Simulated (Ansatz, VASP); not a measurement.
# Two plane-wave programs on VGe

Contents of INCAR:

```
SYSTEM = VGe
  ALGO = Normal
  EDIFF = 1E-7
  ENCUT = 520
  GGA = PE
  ISIF = 2
  ISMEAR = -1
  LASPH = .TRUE.
  LCHARG = .FALSE.
  LREAL = .FALSE.
  LWAVE = .FALSE.
  NBANDS = 20
  NELM = 60
  PREC = Accurate
  SIGMA = 0.05
```

File KPOINTS:

```
k-points
0
G
  13 13 13
  0 0 0
```

Contents of POSCAR:

```
VGe
1.0
    0.0000000000      2.2277440836      2.2277440836
    2.2277440836      0.0000000000      2.2277440836
    2.2277440836      2.2277440836      0.0000000000
V Ge
1 1
Direct
    0.0000000000      0.0000000000      0.0000000000
    0.2500000000      0.2500000000      0.2500000000
```

Input for Ansatz:

```yaml
crystal:
  lattice:
    - [0.0, 2.2277440836, 2.2277440836]
    - [2.2277440836, 0.0, 2.2277440836]
    - [2.2277440836, 2.2277440836, 0.0]
  atoms:
    - { symbol: V, position: [0.0, 0.0, 0.0] }
    - { symbol: Ge, position: [0.25, 0.25, 0.25] }
kpoints:
  mp_grid: { grid: [13, 13, 13] }
scf:
  occupations: { method: fermi_dirac, width: 0.05 }
hamiltonian:
  xc: pbe
  pseudopotentials: { kind: paw }
output:
  forces: true
  stress: true
  eigenvalues: true
  populations: true
```

Change from the starting cell: volume scaled by 0.5, PAW files.

Alike in both runs: task single point; functional PBE; k mesh 13 × 13 × 13; occupations fermi-dirac, width 0.05 eV; no spin polarisation.

|  | VASP | Ansatz |
| --- | --- | --- |
| version | VASP 6.6.1 | Ansatz 0.2.0 |
| potentials or method | VASP PAW PBE potentials, release 64 (V_sv, Ge_d) | PAW with Ansatz's default frozen-core files, scalar-relativistic |
| plane-wave cutoff (eV) | 520 | 420 |
| valence electrons in the cell | 27 | 27 |

Ansatz gave:

* pressure (GPa): 198.8

Task: Which values does VASP return?

Result: Pressure (GPa): 206.1.

Both programs put the cell under a high pressure, so it lies far from rest at this level.

Noted on VASP's run: the cell as given lies far from equilibrium.
